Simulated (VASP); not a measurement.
Pt, 1 atom in the cell. The structure is cubic, space group Fm-3m (No. 225). The conventional cell has a = 3.922 Å, b = 3.922 Å, c = 3.922 Å, α = 90.00°, β = 90.00°, γ = 90.00°. Pt (site symmetry m-3m) has 12 Pt at 2.77 Å within 3.7 Å. 

```yaml
Program: VASP 6.6.1
Task: single point
Functional: PBEsol
Potentials_or_basis: VASP PAW PBE potentials, release 64 (Pt)
Cutoff: 520 eV
k_mesh: 6 × 6 × 6, shifted
Occupations: fermi-dirac, width 0.05 eV
Spin: no spin polarisation
Dipole_correction: no
Further_INCAR_settings: ALGO = Normal; EDIFF = 1e-06; NBANDS = 11; ISYM = 0
```

Potentials or basis: VASP PAW PBE potentials, release 64 (Pt).

Run with:

```sh
$ cat potpaw_PBE.64/Pt/POTCAR > POTCAR
$ mpirun -np 1 vasp_std > vasp.out
```

Hardware: 1 thread of AMD EPYC 7R13, on a shared host.

How long does it take, and how much memory?

Wall time 2.7 min on 1 thread of AMD EPYC 7R13, with other jobs on the host, peak memory 0.17 GiB. Counts: scf iterations 11, k points 432.
